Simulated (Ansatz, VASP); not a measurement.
BP: VASP beside Ansatz

```
B P
1.0
     0.00000    2.08748    2.26900
     2.08748    0.00000    2.26900
     2.08748    2.08748    0.00000
B P
1 1
Direct
  0.00000 0.00000 0.00000
  0.75000 0.75000 0.75000
```

Change from the starting cell: strain -0.080 along x and y, +0.000 along z, atoms carried along.

Alike in both runs: task single point; functional r2SCAN; k mesh 10 × 10 × 10; occupations gaussian, width 0.05 eV; no spin polarisation.

|  | VASP | Ansatz |
| --- | --- | --- |
| version | VASP 6.6.1 | Ansatz 0.2.0 |
| potentials or method | VASP PAW PBE potentials, release 64 (B, P), cutoff 520 eV | scalar-relativistic, plane waves, PAW |
| valence electrons in the cell | 8 | 8 |

|  | VASP | Ansatz | Ansatz less VASP |
| --- | --- | --- | --- |
| gap on the k mesh at the Fermi level (eV) | 0.51 | 0.48 | -0.027 |
| least direct gap on the mesh (eV) | 3.51 | 3.47 | -0.039 |
| pressure (GPa) | 37.1 | 37.9 | +0.75 |
| traceless stress, the component that is largest in VASP (GPa) | -20.50 | -20.40 | +0.102 |

VASP's potentials were made for PBE, not for r2SCAN. Both programs put the cell under a high pressure, so it lies far from rest at this level. The functional is the same, so the differences come from potentials, cutoffs and numerics.
